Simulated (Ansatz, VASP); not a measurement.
# CsPbCl3: VASP beside Ansatz

INCAR

```
SYSTEM = CsPbCl3
  PREC = Accurate
  ENCUT = 520
  EDIFF = 1E-6
  ISMEAR = -1
  SIGMA = 0.02
  LREAL = .False.
  LASPH = .True.
  NELM = 100
  ALGO = Normal
  ISIF = 2
  LWAVE = .False.
  LCHARG = .True.
  GGA = PE
  LELF = .True.
  LVHAR = .True.
  NBANDS = 30
```

The input KPOINTS:

```
regular mesh
0
Gamma
  4 4 4
  0 0 0
```

POSCAR

```
CsPbCl3
1.0
    4.0141224383      2.3175546703      3.2773182015
   -4.0141224383      2.3175546703      3.2773182015
    0.0000000000     -4.6351093407      3.2773182014
Cs Pb Cl
1 1 3
Direct
    0.5000000000      0.5000000000      0.5000000000
    0.0000000000      0.0000000000      0.0000000000
    0.5000000000      0.0000513870      0.9999486130
    0.0000513870      0.9999486130      0.5000000000
    0.9999486130      0.5000000000      0.0000513870
```

Input for Ansatz:

```yaml
crystal:
  lattice:
    - [4.0141224383, 2.3175546703, 3.2773182015]
    - [-4.0141224383, 2.3175546703, 3.2773182015]
    - [0.0, -4.6351093407, 3.2773182014]
  atoms:
    - { symbol: Cs, position: [0.5, 0.5, 0.5] }
    - { symbol: Pb, position: [0.0, 0.0, 0.0] }
    - { symbol: Cl, position: [0.5, 5.1387e-05, 0.999948613] }
    - { symbol: Cl, position: [5.1387e-05, 0.999948613, 0.5] }
    - { symbol: Cl, position: [0.999948613, 0.5, 5.1387e-05] }
kpoints:
  mp_grid: { grid: [4, 4, 4] }
  band_path:
    path:
      - [0.0, 0.0, 0.0]
      - [2.02445e-05, 0.0, -0.4999999996]
      - [4.04881e-05, -0.5, -0.4999797559]
      - [0.5000404873, -0.5, -0.4999797559]
    npoints: 1
hamiltonian:
  xc: pbe
scf:
  occupations: { method: fermi_dirac, width: 0.02 }
  n_extra_bands: 5
output:
  forces: true
  stress: true
  eigenvalues: true
  write_density: true
  write_potential: true
  elf: true
  volumetric_format: npy
```

Alike in both runs: task single point; functional PBE; k mesh 4 × 4 × 4; occupations fermi-dirac, width 0.02 eV; no spin polarisation.

|  | VASP | Ansatz |
| --- | --- | --- |
| version | VASP 6.6.1 | Ansatz 0.2.0 |
| potentials or method | VASP PAW PBE potentials, release 64 (Cs_sv, Pb_d, Cl) | plane waves, PAW |
| plane-wave cutoff (eV) | 520 | 420 |
| valence electrons in the cell | 44 | 44 |

```csv
,VASP,Ansatz,Ansatz less VASP
gap on the k mesh at the Fermi level (eV),2.10,2.09,-0.009
pressure (GPa),0.7,0.8,+0.05
```

Spin-orbit coupling is off throughout.
